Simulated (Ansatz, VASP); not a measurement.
**Two plane-wave programs on InSe**

```xyz
8
Lattice="4.0082 0.0000 0.0000 -2.0041 3.4712 0.0000 0.0000 0.0000 16.8669" Properties=species:S:1:pos:R:3 pbc="T T T"
In    0.0000    0.0000    9.8218
In    0.0000    0.0000    7.0451
In    0.0000    2.3142   15.4787
In    0.0000    2.3142    1.3882
Se    2.0041    1.1571   14.2010
Se    2.0041    1.1571    2.6659
Se    0.0000    2.3142   11.0993
Se    0.0000    2.3142    5.7676
```

Alike in both runs: functional PBEsol; k mesh 12 × 12 × 2; occupations gaussian, width 0.02 eV; no spin polarisation.

Ansatz relaxed the structure, and its values are those at the end. VASP's run is a single point on that final structure, the one shown.

|  | VASP | Ansatz |
| --- | --- | --- |
| version | VASP 6.6.1 | Ansatz 0.2.0 |
| potentials or method | VASP PAW PBE potentials, release 64 (In_d, Se), cutoff 520 eV | scalar-relativistic, plane waves, PAW |
| valence electrons in the cell | 76 | 116 |

```csv
,VASP,Ansatz,Ansatz less VASP
gap on the k mesh at the Fermi level (eV),0.36,0.37,+0.012
least direct gap on the mesh (eV),0.36,0.37,+0.012
pressure (GPa),0.1,0.0,-0.06
rms of the force components (eV/Å),0.011,0.000,-0.0107
```

VASP's potentials were made for PBE, not for PBEsol. VASP's potentials hold 76 valence electrons a cell and Ansatz's 116, so a difference there can come from the potentials and not from the codes.
